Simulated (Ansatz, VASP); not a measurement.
# One calculation of CoO, two programs

```
Co O
1.0
     0.00000    2.13150    2.13150
     2.13150    0.00000    2.13150
     2.13150    2.13150    0.00000
Co O
1 1
Direct
  0.00000 0.00000 0.00000
  0.50000 0.50000 0.50000
```

Alike in both runs: task single point; functional LDA; k mesh 10 × 10 × 10; occupations gaussian, width 0.05 eV; collinear spin; Hubbard terms Co d U = 3.3 eV.

|  | VASP | Ansatz |
| --- | --- | --- |
| version | VASP 6.6.1 | Ansatz 0.2.0 |
| potentials or method | VASP PAW LDA potentials, release 64 (Co_sv, O), cutoff 600 eV | scalar-relativistic, plane waves, PAW |
| valence electrons in the cell | 23 | 23 |

|  | VASP | Ansatz | Ansatz less VASP |
| --- | --- | --- | --- |
| pressure (GPa) | -19.2 | -9.1 | +10.12 |
| net moment per atom (μB) | 1.50 | 1.50 | 0.000 |
| size of the moment on the site where the two differ most (μB) | 2.65 | 2.57 | -0.083 |

LDA's correlation is that of Perdew and Zunger in VASP and of Perdew and Wang (1992) in Ansatz. Site moments also hang on the region over which each program counts them. The programs project onto different local orbitals, so the same U acts differently, and such runs can settle in different states.
